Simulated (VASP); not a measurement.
Runs of VASP 6.6.1 on BN. The structure is that of space group P6_3/mmc (No. 194), or close to it. The cells are those of the table. 

```csv
task,cell,cutoff (eV),gap on the mesh (eV),pressure (GPa)
single point,"a = 2.499, b = 2.499, c = 6.676 Å, angles 90.0, 90.0, 120.0°, 4 atoms",520,4.89,(b)
single point,"a = 2.502, b = 2.502, c = 7.073 Å, angles 90.0, 90.0, 120.0°, 4 atoms",520,4.97,-0.1
single point,"a = 2.497, b = 2.497, c = 6.481 Å, angles 90.0, 90.0, 120.0°, 4 atoms",520,4.84,(a)
single point,"a = 2.501, b = 2.501, c = 6.872 Å, angles 90.0, 90.0, 120.0°, 4 atoms",520,4.93,0.4
relaxation of shape and atoms at fixed volume,"relaxed from a = 2.476, b = 2.476, c = 6.803 Å, angles 90.0, 90.0, 120.0°, 4 atoms",600,4.89,0.7
```

Alike in all rows: level r2SCAN; potentials or basis VASP PAW PBE potentials, release 64 (B, N); no spin polarisation; k mesh 12 × 12 × 4; smearing gaussian 0.02 eV.

Task: Estimate the missing entries.

Result: (a) 2.3; (b) 1.2.

Caveats: the PAW data sets were made with another functional, which shifts forces and pressure a little.

A k mesh can miss the band edges.
